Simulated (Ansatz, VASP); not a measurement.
CdSe: VASP beside Ansatz

```xyz
4
Lattice="4.3000 0.0000 0.0000 -2.1500 3.7239 0.0000 0.0000 0.0000 7.0200" Properties=species:S:1:pos:R:3 pbc="T T T"
Cd    2.1500    1.2413    3.5100
Cd    0.0000    2.4826    0.0000
Se    2.1500    1.2413    6.2127
Se    0.0000    2.4826    2.7027
```

Alike in both runs: functional PBE-based screened hybrid with a share of 0.25 of exact exchange and HFSCREEN = 0.3; k mesh 4 × 4 × 2; occupations fermi-dirac, width 0.05 eV; no spin polarisation.

|  | VASP | Ansatz |
| --- | --- | --- |
| version | VASP 6.6.1 | Ansatz 0.2.0 |
| potentials or method | VASP PAW PBE potentials, release 64 (Cd, Se) | Ansatz PAW |
| plane-wave cutoff (eV) | 520 | 420 |
| valence electrons in the cell | 36 | 72 |
| task | single point | band structure |

```tsv
	VASP	Ansatz	Ansatz less VASP
gap on the k mesh at the Fermi level (eV)	1.48	1.48	-0.002
least direct gap on the mesh (eV)	1.48	1.48	-0.002
pressure (GPa)	2.2	2.0	-0.21
traceless stress, the component that is largest in VASP (GPa)	-1.56	-1.52	+0.040
rms of the force components (eV/Å)	0.173	0.169	-0.0042
```

VASP's potentials were made for PBE, not for PBE-based screened hybrid. Atom by atom the forces differ by 0.004 eV/Å (rms over components). With one functional, cell and mesh, what is left measures potentials, basis and numerics. VASP's potentials hold 36 valence electrons a cell and Ansatz's 72, so a difference there can come from the potentials and not from the codes.

The k mesh is coarse, so the values compare programs but aren't converged.
